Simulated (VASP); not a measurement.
The system is MgCd2O3.

```
Mg Cd O
1.0
     5.30000   -3.07500    0.00000
     5.30000    3.07500    0.00000
     0.00000    0.00000    5.30000
Mg Cd O
2 4 6
Direct
  0.16800 0.83200 0.00500
  0.83200 0.16800 0.50500
  0.17000 0.49000 0.50000
  0.51000 0.83000 0.50000
  0.83000 0.51000 0.00000
  0.49000 0.17000 0.00000
  0.16500 0.52500 0.10000
  0.47500 0.83500 0.10000
  0.13500 0.86500 0.63500
  0.52500 0.16500 0.60000
  0.83500 0.47500 0.60000
  0.86500 0.13500 0.13500
```

| Item | Value |
| --- | --- |
| Program | VASP 6.6.1 |
| Task | relaxation of cell and atoms |
| Functional | PBE |
| Potentials or basis | VASP PAW PBE potentials, release 64 (Mg_sv, Cd_sv_GW, O) |
| Cutoff | 840 eV |
| k mesh | 2 × 2 × 2 |
| Occupations | gaussian, width 0.15 eV |
| Spin | no spin polarisation |

At the start: pressure 6.1 GPa; volume 14.40 Å³/atom.

Problem. How do energy, volume and symmetry change on relaxing?

Solution. Over 8 steps the energy falls by 45.1 meV/atom and the volume is 15.07 Å³/atom (+4.7 %); space group Cmc2_1 (No. 36, to 0.1 Å) before and after.

The path:
| step | energy change (eV) | largest force (eV/Å) | pressure (GPa) | volume (Å³) |
| --- | --- | --- | --- | --- |
| 1 | 0.0000 | 1.2009 | 6.10 | 172.75 |
| 2 | -0.4115 | 0.5242 | -2.96 | 186.76 |
| 3 | -0.4266 | 0.5545 | -1.70 | 184.27 |
| 4 | -0.5161 | 0.2494 | -0.50 | 181.83 |
| 5 | -0.5276 | 0.2310 | 0.20 | 180.60 |
| 6 | -0.5371 | 0.1121 | 0.01 | 180.86 |
| 7 | -0.5380 | 0.0886 | -0.06 | 180.96 |
| 8 | -0.5407 | 0.0572 | 0.00 | 180.84 |

Final structure:
```xyz
12
Lattice="5.3247 -3.0892 0.0000 5.3247 3.0892 0.0000 0.0000 0.0000 5.4969" Properties=species:S:1:pos:R:3 pbc="T T T"
Mg    5.3247    2.1128    5.4774
Mg    5.3247   -2.1128    2.7289
Cd    3.5900    1.0427    2.7890
Cd    7.0594    1.0427    2.7890
Cd    7.0594   -1.0427    0.0405
Cd    3.5900   -1.0427    0.0405
O     3.6917    1.1172    0.5324
O     6.9578    1.1172    0.5324
O     5.3247    2.2340    3.4912
O     3.6917   -1.1172    3.2808
O     6.9578   -1.1172    3.2808
O     5.3247   -2.2340    0.7427
```

Caveat: the k points lie up to 0.59 Å⁻¹ apart in the final cell; the relaxation stopped at a loose force limit of 0.08 eV/Å, so its end isn't a converged minimum.
